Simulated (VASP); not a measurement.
# KI (Fm-3m) in VASP: further runs

Aim: see how the results for KI move with the level of theory and the settings. Levels: PBEsol, LDA, r2SCAN. Tasks: relaxation of cell and atoms.

Everything below comes from runs of VASP 6.6.1. Logs are shortened: lines on timing, memory, paths and dates and some standing lists are left out, and cuts for length are marked.

### Step 1. The cell of the first run

Symmetry: Fm-3m, No. 225, cubic system. The conventional cell has a = 7.176 Å, b = 7.176 Å, c = 7.176 Å, α = 90.00°, β = 90.00°, γ = 90.00°. Within 4.7 Å of K (site symmetry m-3m) lie 6 I at 3.59 Å. Within 4.7 Å of I (site symmetry m-3m) lie 6 K at 3.59 Å.

### Step 2. Relaxation of cell and atoms, PBEsol

Input file INCAR:

```
SYSTEM = KI
  ALGO = Normal
  EDIFF = 1E-7
  EDIFFG = -0.005
  ENCUT = 600
  GGA = PS
  IBRION = 2
  ISIF = 3
  ISMEAR = -1
  LASPH = .TRUE.
  LCHARG = .FALSE.
  LREAL = .FALSE.
  LWAVE = .FALSE.
  NELM = 80
  NSW = 80
  PREC = Accurate
  SIGMA = 0.02
```

Input file KPOINTS:

```
k-points
0
G
  6 6 6
  0 0 0
```

Input file POSCAR:

```
KI
1.0
    0.0000000000      3.5881815161      3.5881815161
    3.5881815161      0.0000000000      3.5881815161
    3.5881815161      3.5881815161      0.0000000000
K I
1 1
Direct
    0.0000000000      0.0000000000      0.0000000000
    0.5000000000      0.5000000000      0.5000000000
```

Potentials or basis: VASP PAW PBE potentials, release 64 (K_sv, I).

Started as:

```bash
$ cat potpaw_PBE.64/K_sv/POTCAR potpaw_PBE.64/I/POTCAR > POTCAR
$ mpirun -np 1 vasp_std > vasp.out
```

OUTCAR:

```text
SYSTEM = KI
   EDIFF = 1E-7
   EDIFFG = -0.005
   ENCUT = 600
   GGA = PS
   IBRION = 2
   ISIF = 3
   ISMEAR = -1
   LASPH = .TRUE.
   LREAL = .FALSE.
   NELM = 80
   NSW = 80
   PREC = Accurate

 ion  position               nearest neighbor table
   1  0.000  0.000  0.000-   2 3.59   2 3.59   2 3.59   2 3.59   2 3.59   2 3.59
   2  0.500  0.500  0.500-   1 3.59   1 3.59   1 3.59   1 3.59   1 3.59   1 3.59

  LATTYP: Found a face centered cubic cell.
 ALAT       =     7.1763630322

  Lattice vectors:

 A1 = (   0.0000000000,   3.5881815161,   3.5881815161)
 A2 = (   3.5881815161,   0.0000000000,   3.5881815161)
 A3 = (   3.5881815161,   3.5881815161,   0.0000000000)

Analysis of symmetry for initial positions (statically):
=====================================================================
 Subroutine PRICEL returns:
 Original cell was already a primitive cell.

 Routine SETGRP: Setting up the symmetry group for a
 face centered cubic supercell.

 Subroutine GETGRP returns: Found 48 space group operations
 (whereof 48 operations were pure point group operations)
 out of a pool of 48 trial point group operations.

The static configuration has the point symmetry O_h .

Analysis of symmetry for dynamics (positions and initial velocities):
=====================================================================
 Subroutine PRICEL returns:
 Original cell was already a primitive cell.

 Routine SETGRP: Setting up the symmetry group for a
 face centered cubic supercell.

 Subroutine GETGRP returns: Found 48 space group operations
 (whereof 48 operations were pure point group operations)
 out of a pool of 48 trial point group operations.

The dynamic configuration has the point symmetry O_h .

 Subroutine INISYM returns: Found 48 space group operations
 (whereof 48 operations are pure point group operations),
 and found     1 'primitive' translations

----------------------------------------------------------------------------------------

                                     Primitive cell

  volume of cell :      92.3960

  direct lattice vectors                    reciprocal lattice vectors
     0.000000000  3.588181516  3.588181516    -0.139346351  0.139346351  0.139346351
     3.588181516  0.000000000  3.588181516     0.139346351 -0.139346351  0.139346351
     3.588181516  3.588181516  0.000000000     0.139346351  0.139346351 -0.139346351

  length of vectors
     5.074454964  5.074454964  5.074454964     0.241354959  0.241354959  0.241354959

  position of ions in fractional coordinates (direct lattice)
     0.000000000  0.000000000  0.000000000
     0.500000000  0.500000000  0.500000000

  ion indices of the primitive-cell ions
   primitive index   ion index
[... 81 lines left out ...]
   EFERMI_NEDOS =   21; number of points for ismear=-14 and -15
   IALGO  =     38    algorithm
   IMIX   =      4    mixing-type and parameters
     AMIX     =   0.40;   BMIX     =  1.00
     AMIX_MAG =   1.60;   BMIX_MAG =  1.00
  volume/ion in A,a.u.               =      46.20       311.76
  Fermi-wavevector in a.u.,A,eV,Ry     =   0.912495  1.724365 11.328848  0.832647
  Thomas-Fermi vector in A             =   2.036897
   LORBIT       =      0    0 simple, 1 ext, 2 COOP (PROOUT), +10 PAW based schemes
   GGA     = PS    functional components
   LHFCALC =     F    Hartree Fock is set to
   AEXX    =    0.0000 exact exchange contribution
   IVDW    =     0    specifies the selected vdW correction
   LEPSILON=     F    determine dielectric tensor
   LRPA    =     F    only Hartree local field effects (RPA)
 conjugate gradient relaxation of ions
 non-spin polarized calculation
  energy-cutoff  :      600.00
  volume of cell :       92.40
 maximum number of plane-waves:      3119
 NGX is ok and might be reduce to    42
   NGX = 21   NGY = 21   NGZ = 21

--------------------------------------- Ionic step        1  -------------------------------------------

 number of electron      16.0000000 magnetization

 Free energy of the ion-electron system (eV)
  ---------------------------------------------------
  ext. energy  EPLUGINS =         0.00000000
  ---------------------------------------------------
  free energy    TOTEN  =        -5.80202579 eV

  energy without entropy =       -5.80202579  energy(sigma->0) =       -5.80202579

------------------------ aborting loop because EDIFF is reached ----------------------------------------

  FORCE on cell =-STRESS in cart. coord.  units (eV):
  Direction    XX          YY          ZZ          XY          YZ          ZX
  --------------------------------------------------------------------------------------
  -------------------------------------------------------------------------------------
  Total       -0.4025853     -0.4025853     -0.4025853      0.0000000     -0.0000000      0.0000000
  in kB       -6.9809624     -6.9809624     -6.9809624      0.0000000     -0.0000000      0.0000000
  external PRESSURE =      -6.9809624 kB  Pullay stress =       0.0000000 kB
[... 59 lines left out ...]
--------------------------------------- Ionic step        3  -------------------------------------------

 number of electron      16.0000000 magnetization

 E-fermi :  -0.0006     XC(G=0):  -7.4148

 val. band max:       -0.4156019735   @ k =   0.0000   0.0000   0.0000
 cond. band min:       3.4367611321   @ k =   0.0000   0.0000   0.0000
 fundamental gap:      3.8523631056
 Fermi energy:        -0.0006360614

 k-point     1 :       0.0000    0.0000    0.0000
  band No.  band energies     occupation
      1     -28.7104      2.00000
      2     -12.2658      2.00000
      3     -12.2658      2.00000
      4     -12.2658      2.00000
      5     -10.9804      2.00000
      6      -0.4156      2.00000
      7      -0.4156      2.00000
      8      -0.4156      2.00000
      9       3.4368      0.00000
     10       6.0027      0.00000
     11       6.0027      0.00000
     12       6.0027      0.00000
[... 258 lines left out ...]
--------------------------------------- Ionic step        4  -------------------------------------------

 number of electron      16.0000000 magnetization

 Free energy of the ion-electron system (eV)
  ---------------------------------------------------
  ext. energy  EPLUGINS =         0.00000000
  ---------------------------------------------------
  free energy    TOTEN  =        -5.81615457 eV

  energy without entropy =       -5.81615457  energy(sigma->0) =       -5.81615457

 E-fermi :   0.0320     XC(G=0):  -7.4291

 val. band max:       -0.3973572704   @ k =   0.0000   0.0000   0.0000
 cond. band min:       3.4624812634   @ k =   0.0000   0.0000   0.0000
 fundamental gap:      3.8598385338
 Fermi energy:         0.0320000992

 k-point     1 :       0.0000    0.0000    0.0000
  band No.  band energies     occupation
      1     -28.6863      2.00000
      2     -12.2422      2.00000
      3     -12.2422      2.00000
      4     -12.2422      2.00000
      5     -10.9677      2.00000
      6      -0.3974      2.00000
      7      -0.3974      2.00000
      8      -0.3974      2.00000
      9       3.4625      0.00000
     10       6.0189      0.00000
     11       6.0189      0.00000
     12       6.0189      0.00000
[... 252 lines left out ...]
  FREE ENERGIE OF THE ION-ELECTRON SYSTEM (eV)
  ---------------------------------------------------
  free  energy   TOTEN  =        -5.8161545718 eV

  energy  without entropy=       -5.8161545718  energy(sigma->0) =       -5.81615457

 reached required accuracy - stopping structural energy minimisation
```

OSZICAR:

```text
N       E                     dE             d eps       ncg     rms          rms(c)
DAV:   1     0.102317989168E+03    0.10232E+03   -0.69574E+03   384   0.125E+03
DAV:   2     0.686422756352E+00   -0.10163E+03   -0.96293E+02   456   0.259E+02
DAV:   3    -0.557829731767E+01   -0.62647E+01   -0.62387E+01   504   0.605E+01
[... 39 lines left out ...]
DAV:   4    -0.581615071110E+01   -0.10521E-04   -0.16263E-05   612   0.344E-02    0.275E-02
DAV:   5    -0.581615403159E+01   -0.33205E-05   -0.27416E-05   680   0.298E-02    0.594E-03
DAV:   6    -0.581615431911E+01   -0.28752E-06   -0.22731E-07   420   0.470E-03    0.304E-03
DAV:   7    -0.581615452682E+01   -0.20771E-06   -0.77314E-08   292   0.262E-03    0.255E-04
DAV:   8    -0.581615457181E+01   -0.44991E-07   -0.19066E-08   232   0.160E-03
   4 F= -.58161546E+01 E0= -.58161546E+01  d E =-.141288E-01
```

CONTCAR:

```text
KI
   1.00000000000000
     0.0000000000000000    3.5077031392609057    3.5077031392609057
     3.5077031392609057   -0.0000000000000000    3.5077031392609057
     3.5077031392609057    3.5077031392609057    0.0000000000000000
  K               I
     1     1
Direct
     0.0000000000000000    1.0000000000000000    0.0000000000000000
     0.5000000000000000    0.5000000000000000    0.5000000000000000

  0.00000000E+00  0.00000000E+00  0.00000000E+00
  0.00000000E+00  0.00000000E+00  0.00000000E+00
```

Wall time 64 s (1 thread of AMD EPYC 7R13 (Zen 3), shared host); peak memory 0.24 GiB.

What came out:

| Property | Result |
| --- | --- |
| Free energy | -5.8162 eV |
| Relaxed volume | 43.16 Å³/atom |
| Relaxed cell | a = 4.961 Å, b = 4.961 Å, c = 4.961 Å, α = 60.00°, β = 60.00°, γ = 60.00° |
| Space group after relaxing (to 0.1 Å) | Fm-3m (No. 225) |
| Energy gained by relaxing | 7.1 meV/atom |
| Ionic steps | 4 |
| Pressure after relaxing | 0.0 GPa |
| Band gap on the k mesh | 3.86 eV |

Step by step:
```
step  energy change (eV)  largest force (eV/Å)  pressure (GPa)  volume (Å³)
   1              0.0000                0.0000           -0.70        92.40
   2             -0.0094                0.0000           -0.43        89.73
   3             -0.0141                0.0000           -0.04        86.62
   4             -0.0141                0.0000            0.00        86.32
```

Final structure:
```yaml
crystal:
  lattice:
    - [0.00000, 3.50770, 3.50770]
    - [3.50770, 0.00000, 3.50770]
    - [3.50770, 3.50770, 0.00000]
  atoms:
    - { symbol: K, position: [0.00000, 0.00000, 0.00000] }
    - { symbol: I, position: [0.50000, 0.50000, 0.50000] }
```

Levels at points of the mesh, in eV from the valence-band top:
```tsv
k point	band 5	band 6	band 7	band 8	band 9	band 10	band 11	band 12
(0.00, 0.00, 0.00)	-10.57	0.00	0.00	0.00	3.86	6.42	6.42	6.42
(0.50, 0.00, 0.00)	-10.25	-1.40	-0.36	-0.36	5.40	7.67	8.11	8.11
(0.50, 0.50, 0.00)	-10.42	-1.05	-0.39	-0.39	4.79	5.72	8.09	8.76
```

Caveat: the PAW data sets were made with another functional, which shifts forces and pressure a little; spin-orbit coupling is left out, which moves the levels of the heavy elements.

### Step 3. Relaxation of cell and atoms, LDA

Input file INCAR:

```
PREC = Accurate
ENCUT = 600
EDIFF = 1E-6
ISMEAR = -1
SIGMA = 0.02
LREAL = F
LASPH = T
NELM = 60
ALGO = Normal
ISIF = 3
LWAVE = F
LCHARG = F
IBRION = 2
NSW = 80
EDIFFG = -0.005
```

Input file KPOINTS:

```
Automatic mesh
0
Gamma
  6 6 6
```

POSCAR is that of step 2.

Potentials or basis: VASP PAW LDA potentials, release 64 (K_sv, I).

Started as:

```bash
$ cat potpaw_LDA.64/K_sv/POTCAR potpaw_LDA.64/I/POTCAR > POTCAR
$ mpirun -np 1 vasp_std > vasp.out
```

OUTCAR:

```text
PREC = Accurate
   ENCUT = 600
   EDIFF = 1E-6
   ISMEAR = -1
   LREAL = F
   LASPH = T
   NELM = 60
   ISIF = 3
   IBRION = 2
   NSW = 80
   EDIFFG = -0.005

 ion  position               nearest neighbor table
   1  0.000  0.000  0.000-   2 3.59   2 3.59   2 3.59   2 3.59   2 3.59   2 3.59
   2  0.500  0.500  0.500-   1 3.59   1 3.59   1 3.59   1 3.59   1 3.59   1 3.59

  LATTYP: Found a face centered cubic cell.
 ALAT       =     7.1763630322

  Lattice vectors:

 A1 = (   0.0000000000,   3.5881815161,   3.5881815161)
 A2 = (   3.5881815161,   0.0000000000,   3.5881815161)
 A3 = (   3.5881815161,   3.5881815161,   0.0000000000)

Analysis of symmetry for initial positions (statically):
=====================================================================
 Subroutine PRICEL returns:
 Original cell was already a primitive cell.

 Routine SETGRP: Setting up the symmetry group for a
 face centered cubic supercell.

 Subroutine GETGRP returns: Found 48 space group operations
 (whereof 48 operations were pure point group operations)
 out of a pool of 48 trial point group operations.

The static configuration has the point symmetry O_h .

Analysis of symmetry for dynamics (positions and initial velocities):
=====================================================================
 Subroutine PRICEL returns:
 Original cell was already a primitive cell.

 Routine SETGRP: Setting up the symmetry group for a
[... 192 lines left out ...]
  band No.  band energies     occupation
      1     -28.6027      2.00000
      2     -12.3314      2.00000
      3     -12.3314      2.00000
      4     -12.3314      2.00000
      5     -11.1087      2.00000
      6      -0.5028      2.00000
      7      -0.5028      2.00000
      8      -0.5028      2.00000
      9       3.1653      0.00000
     10       5.7692      0.00000
     11       5.7692      0.00000
     12       5.7692      0.00000
[... 288 lines left out ...]
  FREE ENERGIE OF THE ION-ELECTRON SYSTEM (eV)
  ---------------------------------------------------
  free  energy   TOTEN  =        -6.1663220333 eV

  energy  without entropy=       -6.1663220333  energy(sigma->0) =       -6.16632203

[... ionic steps 4 to 18 ...]

--------------------------------------- Ionic step       19  -------------------------------------------

 number of electron      15.9999999 magnetization

------------------------ aborting loop because EDIFF is reached ----------------------------------------
[... 67 lines left out ...]
--------------------------------------- Ionic step       21  -------------------------------------------

 number of electron      15.9999999 magnetization

 Free energy of the ion-electron system (eV)
  ---------------------------------------------------
  ext. energy  EPLUGINS =         0.00000000
  ---------------------------------------------------
  free energy    TOTEN  =        -6.16655639 eV

  energy without entropy =       -6.16655639  energy(sigma->0) =       -6.16655639

 E-fermi :   0.3895     XC(G=0):  -8.0339

 val. band max:       -0.0390250082   @ k =   0.0000   0.0000   0.0000
 cond. band min:       3.8308811696   @ k =   0.0000   0.0000   0.0000
 fundamental gap:      3.8699061777
 Fermi energy:         0.3895324656

 k-point     1 :       0.0000    0.0000    0.0000
  band No.  band energies     occupation
      1     -28.0224      2.00000
      2     -11.7645      2.00000
      3     -11.7645      2.00000
      4     -11.7645      2.00000
      5     -10.7831      2.00000
      6      -0.0390      2.00000
      7      -0.0390      2.00000
      8      -0.0390      2.00000
      9       3.8309      0.00000
     10       6.1787      0.00000
     11       6.1787      0.00000
     12       6.1787      0.00000
[... 252 lines left out ...]
  FREE ENERGIE OF THE ION-ELECTRON SYSTEM (eV)
  ---------------------------------------------------
  free  energy   TOTEN  =        -6.1665563949 eV

  energy  without entropy=       -6.1665563949  energy(sigma->0) =       -6.16655639

 reached required accuracy - stopping structural energy minimisation
```

OSZICAR:

```text
N       E                     dE             d eps       ncg     rms          rms(c)
DAV:   1     0.106203987948E+03    0.10620E+03   -0.69255E+03   384   0.125E+03
DAV:   2     0.184470906502E+01   -0.10436E+03   -0.98441E+02   436   0.281E+02
DAV:   3    -0.580954379775E+01   -0.76543E+01   -0.76145E+01   496   0.646E+01
[... 118 lines left out ...]
DAV:   1    -0.616678342528E+01   -0.25167E-03   -0.51503E-03   492   0.768E-01    0.970E-02
DAV:   2    -0.616660590700E+01    0.17752E-03   -0.43080E-04   492   0.205E-01    0.392E-02
DAV:   3    -0.616655529949E+01    0.50608E-04   -0.15520E-04   688   0.108E-01    0.334E-02
DAV:   4    -0.616655646663E+01   -0.11671E-05   -0.33778E-06   504   0.172E-02    0.124E-02
DAV:   5    -0.616655639487E+01    0.71760E-07   -0.61972E-06   600   0.143E-02
  21 F= -.61665564E+01 E0= -.61665564E+01  d E =-.576835E-05
```

Run time: 2 min. Hardware: 1 thread of AMD EPYC 7R13 (Zen 3), shared host; peak memory 0.19 GiB.

Results:

| Quantity | Value |
| --- | --- |
| Free energy | -6.1666 eV |
| Relaxed volume | 39.75 Å³/atom |
| Relaxed cell | a = 4.826 Å, b = 4.826 Å, c = 4.826 Å, α = 60.00°, β = 60.00°, γ = 60.00° |
| Space group after relaxing (to 0.1 Å) | Fm-3m (No. 225) |
| Energy gained by relaxing | 38.2 meV/atom |
| Ionic steps | 21 |
| Pressure after relaxing | 0.0 GPa |
| Band gap on the k mesh | 3.87 eV |

Step by step:
```tsv
step	energy change (eV)	largest force (eV/Å)	pressure (GPa)	volume (Å³)
1	0.0000	0.0000	-1.65	92.40
2	-0.0531	0.0000	-1.05	86.19
3	-0.0761	0.0000	-0.13	80.22
4	-0.0763	0.0000	0.03	79.49
5	-0.0763	0.0000	-0.03	79.74
6	-0.0763	0.0000	-0.03	79.74
7	-0.0763	0.0000	-0.04	79.73
8	-0.0763	0.0000	-0.03	79.73
9	-0.0763	0.0000	-0.03	79.73
10	-0.0763	0.0000	-0.03	79.73
11	-0.0763	0.0000	-0.03	79.73
12	-0.0763	0.0000	-0.03	79.73
13	-0.0763	0.0000	-0.03	79.73
14	-0.0763	0.0000	-0.03	79.73
15	-0.0763	0.0000	-0.04	79.72
16	-0.0763	0.0000	-0.03	79.71
17	-0.0763	0.0000	-0.03	79.69
18	-0.0763	0.0000	-0.02	79.64
19	-0.0763	0.0000	-0.02	79.55
20	-0.0763	0.0000	0.05	79.37
21	-0.0763	0.0000	0.02	79.50
```

Final structure:
```
K I
1.0
     0.00000    3.41275    3.41275
     3.41275    0.00000    3.41275
     3.41275    3.41275    0.00000
K I
1 1
Direct
  0.00000 0.00000 0.00000
  0.50000 0.50000 0.50000
```

Caveat: spin-orbit coupling is left out, which moves the levels of the heavy elements. LDA usually gives volumes a few per cent too small.

(Continued in part 2 of 2.)
